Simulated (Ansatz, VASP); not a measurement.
## Two plane-wave programs on Al3Cu

```
CELL_PARAMETERS angstrom
2.77378 0.00000 0.00000
0.00000 2.77378 0.00000
0.00000 0.00000 7.59186
ATOMIC_POSITIONS crystal
Al 0.00000 0.00000 0.49671
Al 0.50000 0.50000 0.21935
Al 0.50000 0.50000 0.77406
Cu 0.00000 0.00000 0.00000
```

Change from the starting cell: all Al atoms moved +0.025 Å, as atom 1 towards its neighbour atom 4 (Cu) at 3.796 Å.

Alike in both runs: task single point; functional r2SCAN; k mesh 18 × 18 × 6; occupations gaussian, width 0.15 eV; no spin polarisation.

|  | VASP | Ansatz |
| --- | --- | --- |
| version | VASP 6.6.1 | Ansatz 0.2.0 |
| potentials or method | VASP PAW PBE potentials, release 64 (Al, Cu), cutoff 520 eV | scalar-relativistic, plane waves, PAW |
| valence electrons in the cell | 20 | 28 |

```tsv
	VASP	Ansatz	Ansatz less VASP
gap on the k mesh at the Fermi level (eV)	none	none	-
pressure (GPa)	-0.2	0.0	+0.19
rms of the force components (eV/Å)	0.060	0.057	-0.0028
```

VASP's potentials were made for PBE, not for r2SCAN. Atom by atom the forces differ by 0.007 eV/Å (rms over components). A gap of «none» marks a metal or a gap that the smearing closes. With one functional, cell and mesh, what is left measures potentials, basis and numerics. VASP's potentials hold 20 valence electrons a cell and Ansatz's 28, so a difference there can come from the potentials and not from the codes.
